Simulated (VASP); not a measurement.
# Os (Fm-3m) in VASP: further runs

Os is run at these levels: PBE, PBEsol, r2SCAN+U; tasks: single point.

All numbers are computed with VASP 6.6.1; they aren't measurements. Logs are shortened: lines on timing, memory, paths and dates and some standing lists are left out, and cuts for length are marked.

### 1 The cell of the first run

The structure is cubic, space group Fm-3m (No. 225). Conventional cell: a = 3.890 Å, b = 3.890 Å, c = 3.890 Å, α = 90.00°, β = 90.00°, γ = 90.00°. Within 3.6 Å of Os (site symmetry m-3m) lie 12 Os at 2.75 Å.

### 2 Single point, PBE

The input, INCAR:

```
  PREC = Accurate
  ENCUT = 520
  EDIFF = 1E-6
  ISMEAR = -1
  SIGMA = 0.05
  LREAL = F
  LASPH = T
  NELM = 80
  ALGO = Normal
  ISIF = 2
  LWAVE = F
  LCHARG = F
  GGA = PE
  NBANDS = 10
```

The input, KPOINTS:

```
regular mesh
0
Gamma
  12 12 12
```

The input, POSCAR:

```
Os
1.0
    0.0000000000      1.9450000000      1.9450000000
    1.9450000000      0.0000000000      1.9450000000
    1.9450000000      1.9450000000      0.0000000000
Os
1
Direct
    0.0000000000      0.0000000000      0.0000000000
```

Potentials or basis: VASP PAW PBE potentials, release 64 (Os).

Run with:

```
$ cat potpaw_PBE.64/Os/POTCAR > POTCAR
$ mpirun -np 1 vasp_std > vasp.out
```

OUTCAR:

```text
PREC = Accurate
   ENCUT = 520
   EDIFF = 1E-6
   ISMEAR = -1
   LREAL = F
   LASPH = T
   NELM = 80
   ISIF = 2
   GGA = PE

 ion  position               nearest neighbor table
   1  0.000  0.000  0.000-

  LATTYP: Found a face centered cubic cell.
 ALAT       =     3.8900000000

  Lattice vectors:

 A1 = (   0.0000000000,   1.9450000000,   1.9450000000)
 A2 = (   1.9450000000,   0.0000000000,   1.9450000000)
 A3 = (   1.9450000000,   1.9450000000,   0.0000000000)

Analysis of symmetry for initial positions (statically):
=====================================================================
 Subroutine PRICEL returns:
 Original cell was already a primitive cell.

 Routine SETGRP: Setting up the symmetry group for a
 face centered cubic supercell.

 Subroutine GETGRP returns: Found 48 space group operations
 (whereof 48 operations were pure point group operations)
 out of a pool of 48 trial point group operations.

The static configuration has the point symmetry O_h .

Analysis of symmetry for dynamics (positions and initial velocities):
=====================================================================
 Subroutine PRICEL returns:
 Original cell was already a primitive cell.

 Routine SETGRP: Setting up the symmetry group for a
 face centered cubic supercell.

 Subroutine GETGRP returns: Found 48 space group operations
 (whereof 48 operations were pure point group operations)
 out of a pool of 48 trial point group operations.

The dynamic configuration has the point symmetry O_h .

 Subroutine INISYM returns: Found 48 space group operations
 (whereof 48 operations are pure point group operations),
 and found     1 'primitive' translations

----------------------------------------------------------------------------------------

                                     Primitive cell

  volume of cell :      14.7160

  direct lattice vectors                    reciprocal lattice vectors
     0.000000000  1.945000000  1.945000000    -0.257069409  0.257069409  0.257069409
     1.945000000  0.000000000  1.945000000     0.257069409 -0.257069409  0.257069409
     1.945000000  1.945000000  0.000000000     0.257069409  0.257069409 -0.257069409

  length of vectors
     2.750645379  2.750645379  2.750645379     0.445257277  0.445257277  0.445257277

  position of ions in fractional coordinates (direct lattice)
     0.000000000  0.000000000  0.000000000

  ion indices of the primitive-cell ions
   primitive index   ion index
                 1           1

----------------------------------------------------------------------------------------

 KPOINTS: regular mesh

Automatic generation of k-mesh.
 Grid dimensions read from file:
 generate k-points for:   12   12   12

 Generating k-lattice:

  Cartesian coordinates                     Fractional coordinates (reciprocal lattice)
    -0.021422451  0.021422451  0.021422451     0.083333333  0.000000000  0.000000000
     0.021422451 -0.021422451  0.021422451     0.000000000  0.083333333  0.000000000
     0.021422451  0.021422451 -0.021422451     0.000000000  0.000000000  0.083333333

  Length of vectors
     0.037104773  0.037104773  0.037104773

  Shift w.r.t. Gamma in fractional coordinates (k-lattice)
     0.000000000  0.000000000  0.000000000

 Subroutine IBZKPT returns following result:
 ===========================================

 Found     72 irreducible k-points:

 Following reciprocal coordinates:
            Coordinates               Weight
  0.000000  0.000000  0.000000      1.000000
  0.083333  0.000000  0.000000      8.000000
  0.166667  0.000000  0.000000      8.000000
  0.250000  0.000000  0.000000      8.000000
  0.333333  0.000000  0.000000      8.000000
  0.416667  0.000000  0.000000      8.000000
[... 16 lines left out ...]
  0.500000  0.166667  0.000000     24.000000
 -0.416667  0.166667  0.000000     24.000000
 [... further k-points ...]
   k-points           NKPTS =     72   k-points in BZ     NKDIM =     72   number of bands    NBANDS=     10
   number of dos      NEDOS =    301   number of ions     NIONS =      1
   total plane-waves  NPLWV =   8000
   dimension x,y,z NGX =    20 NGY =   20 NGZ =   20
   dimension x,y,z NGXF=    40 NGYF=   40 NGZF=   40
   ions per type =               1
   NGX,Y,Z   is equivalent  to a cutoff of  12.09, 12.09, 12.09 a.u.
   NGXF,Y,Z  is equivalent  to a cutoff of  24.18, 24.18, 24.18 a.u.
 SYSTEM =  unknown system
   PREC   = accura    normal or accurate (medium, high low for compatibility)
   ISTART =      0    job   : 0-new  1-cont  2-samecut
   ICHARG =      2    charge: 1-file 2-atom 10-const
   ISPIN  =      1    spin polarized calculation?
   LNONCOLLINEAR =      F non collinear calculations
   LSORBIT =      F    spin-orbit coupling
   LASPH  =      T    aspherical Exc in radial PAW
   ENCUT  =  520.0 eV  38.22 Ry    6.18 a.u.   5.11  5.11  5.11*2*pi/ulx,y,z
   NELM   =     80;   NELMIN=  2; NELMDL= -5     # of ELM steps
   EDIFF  = 0.1E-05   stopping-criterion for ELM
   LREAL  =      F    real-space projection
   EDIFFG = 0.1E-04   stopping-criterion for IOM
   NSW    =      0    number of steps for IOM
   IBRION =     -1    ionic relax: 0-MD 1-quasi-New 2-CG
   NFREE  =      0    steps in history (QN), initial steepest desc. (CG)
   ISIF   =      2    stress and relaxation
   ISYM   =      2    0-nonsym 1-usesym 2-fastsym
   POTIM  = 0.5000    time-step for ionic-motion
   TEBEG  =    0.0;   TEEND  =   0.0 temperature during run
   PSTRESS=    0.0 pullay stress
   NELECT =       8.0000    total number of electrons
   NUPDOWN=      -1.0000    fix difference up-down
   EMIN   =  10.00;   EMAX   =-10.00  energy-range for DOS
   EFERMI =   0.00;   METHOD = LEGACY
   ISMEAR =    -1;   SIGMA  =   0.05  broadening in eV -4-tet -1-fermi 0-gaus
   EFERMI_NEDOS =   21; number of points for ismear=-14 and -15
   IALGO  =     38    algorithm
   IMIX   =      4    mixing-type and parameters
     AMIX     =   0.40;   BMIX     =  1.00
     AMIX_MAG =   1.60;   BMIX_MAG =  1.00
  volume/ion in A,a.u.               =      14.72        99.31
  Fermi-wavevector in a.u.,A,eV,Ry     =   1.336109  2.524880 24.288947  1.785187
  Thomas-Fermi vector in A             =   2.464761
   LORBIT       =      0    0 simple, 1 ext, 2 COOP (PROOUT), +10 PAW based schemes
   GGA     = PE    functional components
   LHFCALC =     F    Hartree Fock is set to
   AEXX    =    0.0000 exact exchange contribution
   IVDW    =     0    specifies the selected vdW correction
   LEPSILON=     F    determine dielectric tensor
   LRPA    =     F    only Hartree local field effects (RPA)
 non-spin polarized calculation
  energy-cutoff  :      520.00
  volume of cell :       14.72
 maximum number of plane-waves:       415
   NGX = 11   NGY = 11   NGZ = 11

 number of electron       8.0000000 magnetization

 Free energy of the ion-electron system (eV)
  ---------------------------------------------------
  ext. energy  EPLUGINS =         0.00000000
  ---------------------------------------------------
  free energy    TOTEN  =       -11.11925182 eV

  energy without entropy =      -11.11480153  energy(sigma->0) =      -11.11702667

 E-fermi :   8.6730     XC(G=0): -13.7636

 val. band max:        8.6517801989   @ k =  -0.3333   0.4167   0.0833
 cond. band min:       8.7029082302   @ k =  -0.4167   0.5000   0.0833
 fundamental gap:      0.0511280312
 Fermi energy:         8.6729714393

 k-point     1 :       0.0000    0.0000    0.0000
  band No.  band energies     occupation
      1      -1.7716      2.00000
      2       5.8171      2.00000
      3       5.8171      2.00000
      4       5.8171      2.00000
      5       8.6400      1.31866
      6       8.6400      1.31866
      7      22.8746      0.00000
      8      28.4025      0.00000
      9      28.4025      0.00000
     10      28.4025      0.00000

 k-point     2 :       0.0833    0.0000    0.0000
  band No.  band energies     occupation
      1      -1.4662      2.00000
      2       5.6408      2.00000
      3       5.9516      2.00000
      4       5.9516      2.00000
      5       8.5493      1.84446
      6       8.5493      1.84446
      7      23.4288      0.00000
      8      26.9839      0.00000
      9      28.9361      0.00000
     10      28.9361      0.00000

 k-point     3 :       0.1667    0.0000    0.0000
  band No.  band energies     occupation
      1      -0.6272      2.00000
      2       5.2773      2.00000
      3       6.2226      2.00000
      4       6.2226      2.00000
      5       8.4581      1.97314
      6       8.4581      1.97314
      7      24.4354      0.00000
      8      25.1504      0.00000
      9      30.4351      0.00000
     10      30.4351      0.00000

 k-point     4 :       0.2500    0.0000    0.0000
  band No.  band energies     occupation
      1       0.4441      2.00000
      2       5.1758      2.00000
      3       6.2634      2.00000
      4       6.2634      2.00000
      5       8.8126      0.11542
      6       8.8126      0.11542
      7      22.5822      0.00000
      8      25.7580      0.00000
      9      32.5224      0.00000
     10      32.5313      0.00000

 k-point     5 :       0.3333    0.0000    0.0000
  band No.  band energies     occupation
      1       1.1649      2.00000
      2       5.9409      2.00000
      3       6.0198      2.00000
      4       6.0198      2.00000
      5       9.6534      0.00000
      6       9.6534      0.00000
      7      20.4633      0.00000
      8      24.3349      0.00000
      9      31.4675      0.00000
     10      31.4675      0.00000

 k-point     6 :       0.4167    0.0000    0.0000
  band No.  band energies     occupation
      1       1.3457      2.00000
      2       5.7719      2.00000
      3       5.7719      2.00000
      4       7.4781      2.00000
      5      10.5064      0.00000
      6      10.5064      0.00000
      7      18.1865      0.00000
      8      22.8729      0.00000
      9      29.2932      0.00000
     10      29.2932      0.00000
[... 183 lines left out ...]
 k-point    21 :       0.3333    0.1667    0.0000
  band No.  band energies     occupation
      1       1.6147      2.00000
      2       4.1791      2.00000
      3       5.8119      2.00000
      4       7.1528      2.00000
      5       9.1089      0.00033
      6      10.0949      0.00000
      7      22.8311      0.00000
      8      26.4270      0.00000
      9      28.0291      0.00000
     10      29.8242      0.00000

 k-point    22 :       0.4167    0.1667    0.0000
  band No.  band energies     occupation
      1       2.1247      2.00000
      2       4.7047      2.00000
      3       5.4845      2.00000
      4       6.9037      2.00000
      5      10.7813      0.00000
      6      10.8946      0.00000
      7      19.7903      0.00000
      8      25.0103      0.00000
      9      27.2584      0.00000
     10      29.6320      0.00000

 k-point    23 :       0.5000    0.1667    0.0000
  band No.  band energies     occupation
      1       2.2424      2.00000
      2       4.7804      2.00000
      3       6.2049      2.00000
      4       6.6486      2.00000
      5      10.9578      0.00000
      6      12.8310      0.00000
      7      17.0853      0.00000
      8      24.2760      0.00000
      9      27.2021      0.00000
     10      27.9176      0.00000

 k-point    24 :      -0.4167    0.1667    0.0000
  band No.  band energies     occupation
      1       2.3175      2.00000
      2       4.8184      2.00000
      3       6.5201      2.00000
      4       6.5286      2.00000
      5      10.3861      0.00000
      6      13.4229      0.00000
      7      16.8481      0.00000
      8      24.1730      0.00000
      9      26.4656      0.00000
     10      28.4670      0.00000

 [... further k-points ...]

------------------------ aborting loop because EDIFF is reached ----------------------------------------

  FORCE on cell =-STRESS in cart. coord.  units (eV):
  Direction    XX          YY          ZZ          XY          YZ          ZX
  --------------------------------------------------------------------------------------
  -------------------------------------------------------------------------------------
  Total       -0.9446022     -0.9446022     -0.9446022      0.0000000     -0.0000000      0.0000000
  in kB     -102.8420514   -102.8420514   -102.8420514      0.0000000     -0.0000000      0.0000000
  external PRESSURE =    -102.8420514 kB  Pullay stress =       0.0000000 kB

 VOLUME and BASIS-vectors are now :
 -----------------------------------------------------------------------------
  energy-cutoff  :      520.00
  volume of cell :       14.72
      direct lattice vectors                 reciprocal lattice vectors
     0.000000000  1.945000000  1.945000000    -0.257069409  0.257069409  0.257069409
     1.945000000  0.000000000  1.945000000     0.257069409 -0.257069409  0.257069409
     1.945000000  1.945000000  0.000000000     0.257069409  0.257069409 -0.257069409

 POSITION                                       TOTAL-FORCE (eV/Angst)
 -----------------------------------------------------------------------------------
      0.00000      0.00000      0.00000         0.000000      0.000000     -0.000000
 -----------------------------------------------------------------------------------
    total drift:                               -0.000000     -0.000000     -0.000000

  FREE ENERGIE OF THE ION-ELECTRON SYSTEM (eV)
  ---------------------------------------------------
  free  energy   TOTEN  =       -11.1192518171 eV

  energy  without entropy=      -11.1148015312  energy(sigma->0) =      -11.11702667
```

Run time: 17 s. Hardware: 1 thread of AMD EPYC 7R13, shared host; peak memory 0.1 GiB.

Results:

* Free energy: -11.1193 eV
* Pressure: -10.3 GPa
* Band gap on the k mesh: zero (band 4 reaches 10.85 eV, above the bottom of band 5 at 7.31 eV)

Levels at points of the mesh, in eV from the Fermi level:
```tsv
k point	band 1	band 2	band 3	band 4	band 5	band 6	band 7	band 8	band 9
(0.00, 0.00, 0.00)	-10.44	-2.86	-2.86	-2.86	-0.03	-0.03	14.20	19.73	19.73
(0.50, 0.00, 0.00)	-7.32	-3.00	-3.00	-0.27	2.20	2.20	8.31	13.73	19.80
(0.50, 0.50, 0.00)	-7.16	-6.48	2.16	2.18	2.83	2.83	11.42	11.88	11.88
```

Caveat: spin-orbit coupling is left out, which moves the levels of the heavy elements.

### 3 Single point, PBEsol

The input, INCAR:

```
PREC     = Accurate       # precision mode
ENCUT    = 520            # plane-wave cutoff, eV
EDIFF    = 1E-7           # SCF threshold, eV
ISMEAR   = 0              # smearing method
SIGMA    = 0.02           # smearing width, eV
LREAL    = False          # projectors in reciprocal space
LASPH    = True           # aspherical terms in the spheres
NELM     = 80             # most SCF steps
ALGO     = Normal         # electronic algorithm
ISIF     = 2              # what is computed and relaxed
LWAVE    = False          # write WAVECAR
LCHARG   = False          # write CHGCAR
GGA      = PS             # functional
NBANDS   = 10             # bands
```

The input, KPOINTS:

```
Automatic mesh
0
Gamma
  12 12 12
```

POSCAR is that of step 2.

Potentials or basis: VASP PAW PBE potentials, release 64 (Os).

Run with:

```
$ cat potpaw_PBE.64/Os/POTCAR > POTCAR
$ mpirun -np 1 vasp_std > vasp.out
```

Wall time 5.7 s (1 thread of Intel Xeon Platinum 8488C (Sapphire Rapids), shared host); peak memory 0.13 GiB.

The run converged. Its results:

* Free energy: -12.0676 eV
* Pressure: -20.6 GPa
* Band gap on the k mesh: zero (band 4 reaches 10.68 eV, above the bottom of band 5 at 7.15 eV)

Levels at points of the mesh, in eV from the Fermi level:
```tsv
k point	band 2	band 3	band 4	band 5	band 6	band 7
(0.00, 0.00, 0.00)	-2.88	-2.88	-2.88	-0.05	-0.05	14.20
(0.50, 0.00, 0.00)	-3.02	-3.02	-0.32	2.19	2.19	8.27
(0.50, 0.50, 0.00)	-6.51	2.14	2.15	2.82	2.82	11.36
```

Caveat: the PAW data sets were made with another functional, which shifts forces and pressure a little; spin-orbit coupling is left out, which moves the levels of the heavy elements.

(Part 1 of 2 ends here.)
